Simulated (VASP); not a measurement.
Input of a VASP 6.6.1 run:

Contents of INCAR:

```
PREC = Accurate ; ENCUT = 520
EDIFF = 1E-6 ; ISMEAR = 0
SIGMA = 0.1 ; LREAL = False
LASPH = True ; NELM = 100
ALGO = Normal ; ISIF = 2
LWAVE = False ; LCHARG = True
GGA = PE ; LELF = True
LVHAR = True ; NBANDS = 26
```

The input KPOINTS:

```
regular mesh
0
Gamma
  4 4 4
```

File POSCAR:

```
Ta2AlN2
1.0
    3.7589834323      0.0000000000      0.0000000000
    0.0000000000      3.7589834323      0.0000000000
    0.0000000000      0.0000000000      6.1696358423
Ta Al N
2 1 2
Direct
    0.0000000000      0.5000000000      0.9054529357
    0.5000000000      0.0000000000      0.0945470643
    0.0000000000      0.0000000000      0.5000000000
    0.0000000000      0.0000000000      0.1965351497
    0.0000000000      0.0000000000      0.8034648503
```

Potentials or basis: VASP PAW PBE potentials, release 64 (Ta_pv, Al, N).

The run is started by

```console
$ cat potpaw_PBE.64/Ta_pv/POTCAR potpaw_PBE.64/Al/POTCAR potpaw_PBE.64/N/POTCAR > POTCAR
$ mpirun -np 1 vasp_std > vasp.out
```

Task: What does it give for the pressure?

Result: 0.3 GPa.

Task: Predict the largest force.

Result: 0.054 eV/Å.

Forces on the atoms (eV/Å):
```
Ta   0.000  0.000  0.039
Ta   0.000  0.000 -0.039
Al   0.000  0.000  0.000
N    0.000  0.000  0.054
N    0.000  0.000 -0.054
```

Caveat: the k points lie up to 0.42 Å⁻¹ apart.
